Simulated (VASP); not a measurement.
Runs of VASP 6.6.1 on NaH. The structure is that of space group Fm-3m (No. 225), or close to it. The cells are those of the table. 

| task | level | cell | k mesh | cutoff (eV) | gap on the mesh (eV) | pressure (GPa) | relaxed volume (Å³/atom) |
| --- | --- | --- | --- | --- | --- | --- | --- |
| relaxation of cell and atoms | PBEsol | relaxed from a = 2.808 Å, angles 60.0°, 2 atoms | 10 × 10 × 10 | 500 | (a) | -0.1 | 13.48 |
| relaxation of cell and atoms | r2SCAN+rVV10 | relaxed from a = 3.389 Å, angles 60.0°, 2 atoms | 8 × 8 × 8 | 550 | 4.40 | 0.1 | 13.48 |
| single point | PBEsol | a = 3.389 Å, angles 60.0°, 2 atoms | 10 × 10 × 10 | 500 | (b) | -0.1 | - |
| single point | r2SCAN+rVV10 | a = 3.379 Å, angles 60.0°, 2 atoms | 8 × 8 × 8 | 550 | 4.38 | -0.3 | - |

Alike in all rows: potentials or basis VASP PAW PBE potentials, release 64 (Na_pv, H); no spin polarisation; smearing fermi-dirac 0.03 eV.

Q: Fill in the values left out.

A: (a) 3.65; (b) 3.62.

Caveats: the PAW data sets were made with another functional, which shifts forces and pressure a little; the volume moved by over 15 % at a fixed basis, so the end points are rough (at least some runs).

A k mesh can miss the band edges.
